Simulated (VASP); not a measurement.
Set up this calculation in VASP 6.6.1, as the native input.

| Quantity | Value |
| --- | --- |
| Task | single point |
| Functional | PBEsol |
| Potentials or basis | VASP PAW PBE potentials, release 64 (As) |
| Cutoff | 520 eV |
| k mesh | 12 × 12 × 12 |
| Occupations | fermi-dirac, width 0.05 eV |
| Spin | no spin polarisation |
| Dipole correction | no |
| Further INCAR settings | ALGO = Normal; EDIFF = 1e-06; NBANDS = 12 |

The structure of As lies in POSCAR:

```
As
1.0
    1.8774110887      1.0839237974      3.7043351684
   -1.8774110887      1.0839237974      3.7043351684
    0.0000000000     -2.1678475948      3.7043351684
As
2
Direct
    0.2244335900      0.2244335900      0.2244335900
    0.7755664100      0.7755664100      0.7755664100
```

These files were run (other wordings do the same):

INCAR

```
SYSTEM = As
PREC     = Accurate       ! precision mode
ENCUT    = 520            ! plane-wave cutoff, eV
EDIFF    = 1E-6           ! SCF threshold, eV
ISMEAR   = -1             ! smearing method
SIGMA    = 0.05           ! smearing width, eV
LREAL    = .FALSE.        ! projectors in reciprocal space
LASPH    = .TRUE.         ! aspherical terms in the spheres
NELM     = 80             ! most SCF steps
ALGO     = Normal         ! electronic algorithm
ISIF     = 2              ! what is computed and relaxed
LWAVE    = .FALSE.        ! write WAVECAR
LCHARG   = .FALSE.        ! write CHGCAR
GGA      = PS             ! functional
NBANDS   = 12             ! bands
```

KPOINTS

```
Automatic mesh
0
G
  12 12 12
  0 0 0
```

Potentials or basis: VASP PAW PBE potentials, release 64 (As).

Run with:

```sh
$ cat potpaw_PBE.64/As/POTCAR > POTCAR
$ mpirun -np 1 vasp_std > vasp.out
```

Results of the run:

```json
{
 "Pressure": "-1.0 GPa",
 "Largest force": "0.239 eV/Å",
 "Band gap on the k mesh": "zero (band 5 reaches 5.05 eV, above the bottom of band 6 at 4.54 eV)"
}
```

Caveat: the PAW data sets were made with another functional, which shifts forces and pressure a little.

Wall time 83 s on 1 thread of Intel Xeon 8259CL (shared host), peak memory 0.23 GiB.
